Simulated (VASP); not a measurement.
# C (Fmmm) in VASP: notebook

Runs on C. Level: LDA. Tasks: vibrations by perturbation theory.

Program: VASP 6.6.1. These are calculated values, not measurements. Logs are shortened: lines on timing, memory, paths and dates and some standing lists are left out, and cuts for length are marked.

**1. The cell of the first run**

Symmetry: Fmmm, No. 69, orthorhombic system. Conventional cell: a = 2.446 Å, b = 4.233 Å, c = 6.723 Å, α = 90.00°, β = 90.00°, γ = 90.00°. Within 1.9 Å of C (site symmetry m2m) lie 3 C at 1.41 Å.

**2. Vibrations by perturbation theory, LDA**

INCAR

```
SYSTEM = C
ALGO     = Normal         ! electronic algorithm
EDIFF    = 1E-8           ! SCF threshold, eV
ENCUT    = 520            ! plane-wave cutoff, eV
IBRION   = 8              ! ionic algorithm
ISIF     = 2              ! what is computed and relaxed
ISMEAR   = -1             ! smearing method
LASPH    = .TRUE.         ! aspherical terms in the spheres
LCHARG   = .TRUE.         ! write CHGCAR
LREAL    = .FALSE.        ! projectors in reciprocal space
LWAVE    = .FALSE.        ! write WAVECAR
NBANDS   = 16             ! bands
NELM     = 60             ! most SCF steps
NSW      = 1              ! ionic steps
PREC     = Accurate       ! precision mode
SIGMA    = 0.15           ! smearing width, eV
```

KPOINTS

```
k-points
0
G
  5 5 2
  0 0 0
```

POSCAR

```
C
1.0
    1.2228066819     -2.1167318658      0.0000000000
    1.2228066819      2.1167318658      0.0000000000
    0.0000000000      0.0000000000      6.7225117217
C
4
Direct
    0.0833124673      0.9166875327      0.7500000000
    0.5833124673      0.4166875327      0.2500000000
    0.9166875327      0.0833124673      0.2500000000
    0.4166875327      0.5833124673      0.7500000000
```

Potentials or basis: VASP PAW LDA potentials, release 64 (C).

Launch:

```bash
$ cat potpaw_LDA.64/C/POTCAR > POTCAR
$ mpirun -np 1 vasp_std > vasp.out
```

OUTCAR:

```text
SYSTEM = C
   EDIFF = 1E-8
   ENCUT = 520
   IBRION = 8
   ISIF = 2
   ISMEAR = -1
   LASPH = .TRUE.
   LREAL = .FALSE.
   NELM = 60
   NSW = 1
   PREC = Accurate

 ion  position               nearest neighbor table
   1  0.083  0.917  0.750-   4 1.41   4 1.41   4 1.41
   2  0.583  0.417  0.250-   3 1.41   3 1.41   3 1.41
   3  0.917  0.083  0.250-   2 1.41   2 1.41   2 1.41
   4  0.417  0.583  0.750-   1 1.41   1 1.41   1 1.41

  LATTYP: Found a base centered orthorhombic cell.
 ALAT       =     2.4456133638
 B/A-ratio  =     1.7310437513
 C/A-ratio  =     2.7488039693

  Lattice vectors:

 A1 = (   1.2228066819,  -2.1167318658,   0.0000000000)
 A2 = (   1.2228066819,   2.1167318658,   0.0000000000)
 A3 = (   0.0000000000,   0.0000000000,   6.7225117217)

Analysis of symmetry for initial positions (statically):
=====================================================================
 Subroutine PRICEL returns following result:

  LATTYP: Found a face centered orthorhombic cell.
 ALAT       =     2.4456133638
 B/A-ratio  =     1.7310437513
 C/A-ratio  =     2.7488039693

  Lattice vectors:

 A1 = (   0.0000000000,  -2.1167318658,  -3.3612558609)
 A2 = (   1.2228066819,   0.0000000000,  -3.3612558609)
 A3 = (   1.2228066819,  -2.1167318658,   0.0000000000)

   2 primitive cells build up your supercell.

 Routine SETGRP: Setting up the symmetry group for a
 base centered orthorhombic supercell.

 Subroutine GETGRP returns: Found  8 space group operations
 (whereof  4 operations were pure point group operations)
 out of a pool of  8 trial point group operations.

The static configuration has the point symmetry C_2h.
 The point group associated with its full space group is D_2h.

Analysis of symmetry for dynamics (positions and initial velocities):
=====================================================================
 Subroutine PRICEL returns following result:

  LATTYP: Found a face centered orthorhombic cell.
 ALAT       =     2.4456133638
 B/A-ratio  =     1.7310437513
 C/A-ratio  =     2.7488039693

  Lattice vectors:

 A1 = (   0.0000000000,  -2.1167318658,  -3.3612558609)
 A2 = (   1.2228066819,   0.0000000000,  -3.3612558609)
 A3 = (   1.2228066819,  -2.1167318658,   0.0000000000)

   2 primitive cells build up your supercell.

 Routine SETGRP: Setting up the symmetry group for a
 base centered orthorhombic supercell.

 Subroutine GETGRP returns: Found  8 space group operations
 (whereof  4 operations were pure point group operations)
 out of a pool of  8 trial point group operations.

[... 158 lines left out ...]
      6       1.7013      2.00000
[... 321 lines left out ...]
      5      -1.5152      2.00000
      6      -1.5152      2.00000
[... 8 lines left out ...]
     15      19.5160      0.00000
     16      19.5160      0.00000

------------------------ aborting loop because EDIFF is reached ----------------------------------------

  FORCE on cell =-STRESS in cart. coord.  units (eV):
  Direction    XX          YY          ZZ          XY          YZ          ZX
  --------------------------------------------------------------------------------------
  -------------------------------------------------------------------------------------
  Total        0.2624965      0.4646853     -0.0958918      0.0000000      0.0000000      0.0000000
  in kB       12.0850598     21.3936223     -4.4147558      0.0000000      0.0000000      0.0000000
  external PRESSURE =       9.6879754 kB  Pullay stress =       0.0000000 kB

 VOLUME and BASIS-vectors are now :
 -----------------------------------------------------------------------------
  energy-cutoff  :      520.00
  volume of cell :       34.80
      direct lattice vectors                 reciprocal lattice vectors
     1.222806682 -2.116731866  0.000000000     0.408895378 -0.236213196  0.000000000
     1.222806682  2.116731866  0.000000000     0.408895378  0.236213196  0.000000000
     0.000000000  0.000000000  6.722511722     0.000000000  0.000000000  0.148753924

 POSITION                                       TOTAL-FORCE (eV/Angst)
 -----------------------------------------------------------------------------------
      1.22281      1.76403      5.04188         0.000000      0.067934     -0.000000
      1.22281     -0.35270      1.68063         0.000000      0.067934     -0.000000
      1.22281     -1.76403      1.68063         0.000000     -0.067934     -0.000000
      1.22281      0.35270      5.04188         0.000000     -0.067934      0.000000
 -----------------------------------------------------------------------------------
    total drift:                                0.000000     -0.000000     -0.000000

  FREE ENERGIE OF THE ION-ELECTRON SYSTEM (eV)
  ---------------------------------------------------
  free  energy   TOTEN  =       -40.3986007976 eV

  energy  without entropy=      -40.3976889811  energy(sigma->0) =      -40.39814489

[... ionic steps 2 to 3 ...]

--------------------------------------- Ionic step        4  -------------------------------------------

------------------------ aborting loop because EDIFF is reached ----------------------------------------

--------------------------------------- Ionic step        5  -------------------------------------------

------------------------ aborting loop because EDIFF is reached ----------------------------------------

--------------------------------------- Ionic step        6  -------------------------------------------

 Free energy of the ion-electron system (eV)
  ---------------------------------------------------
  ---------------------------------------------------
  free energy    TOTEN  =        -0.13771194 eV

  energy without entropy =       -0.13771194

------------------------ aborting loop because EDIFF is reached ----------------------------------------

 INTERNAL STRAIN TENSOR  FOR ION    1  DIRECTION 3   (eV/Angst):
 -----------------------------------------------------------------------------
    -0.03915  0.00000  0.00000
     0.00000  0.04192 -0.03182
     0.00000 -0.03183 -0.00309

 INTERNAL STRAIN TENSOR FOR ION    4 for displacements in x,y,z  (eV/Angst):
          X           Y           Z          XY          YZ          ZX
  --------------------------------------------------------------------------------
  x     0.00000     0.00000     0.00000   -14.96064     0.00000     0.00000
  y   -15.90163    15.79707     0.57643     0.00000     0.00000     0.00000
  z    -0.00000     0.00000     0.00000     0.00000     0.03183     0.00000

 SECOND DERIVATIVES (NOT SYMMETRIZED)
 ------------------------------------
               1X          1Y          1Z          2X          2Y          2Z          3X          3Y          3Z          4X          4Y          4Z
  1X   -59.994153    0.000000    0.000000    0.588955    0.000000    0.000000   -0.519738   -0.000000    0.000000   59.924936    0.000000    0.000000
  1Y     0.000000  -60.378749    0.000000    0.000000    0.145995    0.000000    0.000000   -0.223569    0.000000    0.000000   60.456323    0.000000
  1Z     0.000000    0.000000  -17.493944    0.000000   -0.000000    0.148027    0.000000    0.000000    0.050563    0.000000   -0.000000   17.295355
  2X     0.588955    0.000000    0.000000  -59.994153    0.000000    0.000000   59.924936    0.000000    0.000000   -0.519738   -0.000000    0.000000
  2Y     0.000000    0.145995    0.000000    0.000000  -60.378749    0.000000    0.000000   60.456323    0.000000    0.000000   -0.223569    0.000000
  2Z     0.000000   -0.000000    0.148027    0.000000    0.000000  -17.493944    0.000000   -0.000000   17.295355    0.000000    0.000000    0.050563
  3X    -0.519738   -0.000000    0.000000   59.924936    0.000000    0.000000  -59.994153    0.000000    0.000000    0.588955    0.000000    0.000000
  3Y     0.000000   -0.223569    0.000000    0.000000   60.456323    0.000000    0.000000  -60.378749    0.000000    0.000000    0.145995    0.000000
  3Z     0.000000    0.000000    0.050563    0.000000   -0.000000   17.295355    0.000000    0.000000  -17.493944    0.000000   -0.000000    0.148027
  4X    59.924936    0.000000    0.000000   -0.519738   -0.000000    0.000000    0.588955    0.000000    0.000000  -59.994153    0.000000    0.000000
  4Y     0.000000   60.456323    0.000000    0.000000   -0.223569    0.000000    0.000000    0.145995    0.000000    0.000000  -60.378749    0.000000
  4Z     0.000000   -0.000000   17.295355    0.000000    0.000000    0.050563    0.000000   -0.000000    0.148027    0.000000    0.000000  -17.493944

 Eigenvectors and eigenvalues of the dynamical matrix
 ----------------------------------------------------

   1 f  =   49.661606 THz   312.033072 2PiTHz 1656.532863 cm-1   205.383807 meV
             X         Y         Z           dx          dy          dz
      1.222807  1.764032  5.041884     0.000000   -0.500000    0.000000
      1.222807 -0.352700  1.680628    -0.000000    0.500000   -0.000000
      1.222807 -1.764032  1.680628     0.000000   -0.500000   -0.000000
      1.222807  0.352700  5.041884    -0.000000    0.500000    0.000000
[... 57 lines left out ...]
  10 f  =    0.000000 THz     0.000000 2PiTHz    0.000001 cm-1     0.000000 meV
             X         Y         Z           dx          dy          dz
      1.222807  1.764032  5.041884    -0.024591    0.023597   -0.498837
      1.222807 -0.352700  1.680628    -0.024591    0.023597   -0.498837
      1.222807 -1.764032  1.680628    -0.024591    0.023597   -0.498837
      1.222807  0.352700  5.041884    -0.024591    0.023597   -0.498837

  11 f/i=    0.000001 THz     0.000004 2PiTHz    0.000023 cm-1     0.000003 meV
             X         Y         Z           dx          dy          dz
      1.222807  1.764032  5.041884    -0.102559    0.488557    0.028166
      1.222807 -0.352700  1.680628    -0.102559    0.488557    0.028166
      1.222807 -1.764032  1.680628    -0.102559    0.488557    0.028166
      1.222807  0.352700  5.041884    -0.102559    0.488557    0.028166

  12 f/i=    1.776786 THz    11.163875 2PiTHz   59.267199 cm-1     7.348193 meV
             X         Y         Z           dx          dy          dz
      1.222807  1.764032  5.041884     0.000000    0.500000    0.000000
      1.222807 -0.352700  1.680628     0.000000   -0.500000    0.000000
      1.222807 -1.764032  1.680628     0.000000   -0.500000    0.000000
      1.222807  0.352700  5.041884     0.000000    0.500000    0.000000

--------------------------------------------------------------------------------------------------------

 ELASTIC MODULI CONTR FROM IONIC RELAXATION (kBar)
 Direction    XX          YY          ZZ          XY          YZ          ZX
 --------------------------------------------------------------------------------
 XX        -386.5503    384.0084     14.0123     -0.0000      0.0000      0.0000
 YY         384.0084   -381.4833    -13.9202      0.0000     -0.0000      0.0000
 ZZ          14.0123    -13.9202     -0.5079      0.0000     -0.0000      0.0000
 XY          -0.0000      0.0000      0.0000   -346.9214     -0.0000      0.0000
 YZ           0.0000     -0.0000     -0.0000     -0.0000     -0.0054      0.0000
 ZX           0.0000      0.0000      0.0000      0.0000      0.0000      0.0000
 --------------------------------------------------------------------------------
```

Run time: 27 s. Hardware: 1 thread of Intel Xeon Platinum 8559C (Emerald Rapids), shared host; peak memory 0.14 GiB.

Results:

| Item | Value |
| --- | --- |
| Highest phonon frequency at Γ | 1657 cm⁻¹ |
| Most unstable mode | 59i cm⁻¹ |

Phonon frequencies in cm⁻¹ (negative: imaginary):
```csv
q point,frequencies
"(0.000, 0.000, 0.000)",-59 0 0 0 56 95 886 889 1640 1651 1655 1657
```

Caveat: the k points lie up to 0.59 Å⁻¹ apart; some modes are imaginary.

(Part 1 of 2 ends here.)
